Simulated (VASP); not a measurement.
Input of a VASP 6.6.1 run:

INCAR

```
SYSTEM = Ir
PREC = Accurate
ENCUT = 500
EDIFF = 1E-6
ISMEAR = -1
SIGMA = 0.05
LREAL = .FALSE.
LASPH = .TRUE.
NELM = 120
ALGO = Normal
ISIF = 2
LWAVE = .FALSE.
LCHARG = .FALSE.
NBANDS = 10
GGA_COMPAT = .FALSE.
```

File KPOINTS:

```
Automatic mesh
0
G
  9 9 9
  0 0 0
```

Contents of POSCAR:

```
Ir
1.0
    2.5288680094      0.0000000000      0.0000000000
    0.0000000000      2.5288680094      0.0000000000
    0.0000000000      0.0000000000      2.5288680094
Ir
1
Direct
    0.0000000000      0.0000000000      0.0000000000
```

Potentials or basis: VASP PAW LDA potentials, release 64 (Ir).

Command:

```console
$ cat potpaw_LDA.64/Ir/POTCAR > POTCAR
$ mpirun -np 1 vasp_std > vasp.out
```

Problem. What does it give for the pressure?

Solution. 1.5 GPa.
